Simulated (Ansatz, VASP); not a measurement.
**Two plane-wave programs on LiBPt**

```
Li B Pt
1.0
     3.09606    0.00000    0.00000
     0.00000    3.09606    0.00000
     0.00000    0.00000    3.26540
Li B Pt
1 1 1
Cartesian
  0.0000 0.0000 0.0000
  1.5480 1.5480 1.6327
  1.5480 1.5480 0.0000
```

Change from the starting cell: species swapped into the MgNiH type (P4/mmm, No. 123).

Alike in both runs: task relaxation of cell and atoms; functional PBE; k mesh 6 × 6 × 6; occupations gaussian, width 0.1 eV; no spin polarisation.

|  | VASP | Ansatz |
| --- | --- | --- |
| version | VASP 6.6.1 | Ansatz 0.2.0 |
| potentials or method | VASP PAW PBE potentials, release 64 (Li_sv, B, Pt_sv_GW), cutoff 880 eV | scalar-relativistic, plane waves, PAW |
| valence electrons in the cell | 24 | 24 |

|  | VASP | Ansatz | Ansatz less VASP |
| --- | --- | --- | --- |
| gap on the k mesh at the Fermi level, each at its own relaxed structure (eV) | none | none | - |
| relaxed volume (Å³/atom) | 16.92 | 17.01 | +0.088 |
| relaxed length of the cell vector where the two differ most in proportion (Å) | 3.558 | 3.566 | +0.0074 |

A gap of «none» marks a metal or a gap that the smearing closes.

Spin-orbit coupling is off throughout. Noted on VASP's run: the volume moved by over 15 % at a fixed basis, so the end points are rough.
